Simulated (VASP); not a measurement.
Here is a VASP 6.6.1 calculation.

INCAR

```
ALGO = Normal
EDIFF = 1E-6
ENCUT = 600
GGA = PE
GGA_COMPAT = False
ISIF = 2
ISMEAR = -1
LASPH = True
LCHARG = False
LREAL = False
LWAVE = False
NBANDS = 35
NELM = 120
PREC = Accurate
SIGMA = 0.1
```

Contents of KPOINTS:

```
k-points
0
Gamma
  6 6 8
```

Contents of POSCAR:

```
ZnF2
1.0
    4.7186350000      0.0000000000      0.0000000000
    0.0000000000      4.7186350000      0.0000000000
    0.0000000000      0.0000000000      3.1430150000
Zn F
2 4
Direct
    0.0000000000      0.0000000000      0.0000000000
    0.5000000000      0.5000000000      0.5000000000
    0.3024000000      0.3024000000      0.0000000000
    0.1976000000      0.8024000000      0.5000000000
    0.6976000000      0.6976000000      0.0000000000
    0.8024000000      0.1976000000      0.5000000000
```

Potentials or basis: VASP PAW PBE potentials, release 64 (Zn, F).

Command:

```console
$ cat potpaw_PBE.64/Zn/POTCAR potpaw_PBE.64/F/POTCAR > POTCAR
$ mpirun -np 1 vasp_std > vasp.out
```

Task: Estimate the largest force.

Result: 0.024 eV/Å.

Task: What does it give for the pressure?

Result: 5.4 GPa.

Task: Predict the band gap on the k mesh.

Result: 3.46 eV.

Forces on the atoms (eV/Å):
```
Zn   0.000  0.000  0.000
Zn   0.000  0.000  0.000
F    0.017  0.017  0.000
F   -0.017  0.017  0.000
F   -0.017 -0.017  0.000
F    0.017 -0.017  0.000
```

Caveat: the cell stands under pressure. A k mesh can miss the band edges.
